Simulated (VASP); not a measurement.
Here is a VASP 6.6.1 calculation.

Contents of INCAR:

```
  AGGAC = 1.0
  AGGAX = 1.0
  ALDAC = 0.0
  ALDAX = 1.0
  ALGO = Normal
  EDIFF = 1E-6
  EDIFFG = -0.01
  ENCUT = 600
  GGA = B5
  IBRION = 2
  ISIF = 3
  ISMEAR = -1
  LASPH = T
  LCHARG = F
  LREAL = F
  LWAVE = F
  NELM = 80
  NSW = 80
  PREC = Accurate
  SIGMA = 0.1
```

KPOINTS

```
k-points
0
Gamma
  14 14 14
```

The input POSCAR:

```
Si
1.0
    0.0000000000      1.9581061854      1.9581061854
    1.9581061854      0.0000000000      1.9581061854
    1.9581061854      1.9581061854      0.0000000000
Si
1
Direct
    0.0000000000      0.0000000000      0.0000000000
```

Potentials or basis: VASP PAW PBE potentials, release 64 (Si).

Launch:

```sh
$ cat potpaw_PBE.64/Si/POTCAR > POTCAR
$ mpirun -np 1 vasp_std > vasp.out
```

**Question.** Estimate the band gap on the k mesh.

**Answer.** Zero (band 2 reaches 18.06 eV, above the bottom of band 3 at 6.24 eV).

**Question.** Predict the relaxed cell.

**Answer.** a = 2.871 Å, b = 2.871 Å, c = 2.871 Å, α = 60.00°, β = 60.00°, γ = 60.00°.

Step by step:
```
step  energy change (eV)  largest force (eV/Å)  pressure (GPa)  volume (Å³)
   1              0.0000                0.0000            6.74        15.02
   2             -0.0319                0.0000            0.88        16.43
   3             -0.0326                0.0000           -0.04        16.72
```

Caveat: the PAW data sets were made with another functional, which shifts forces and pressure a little.
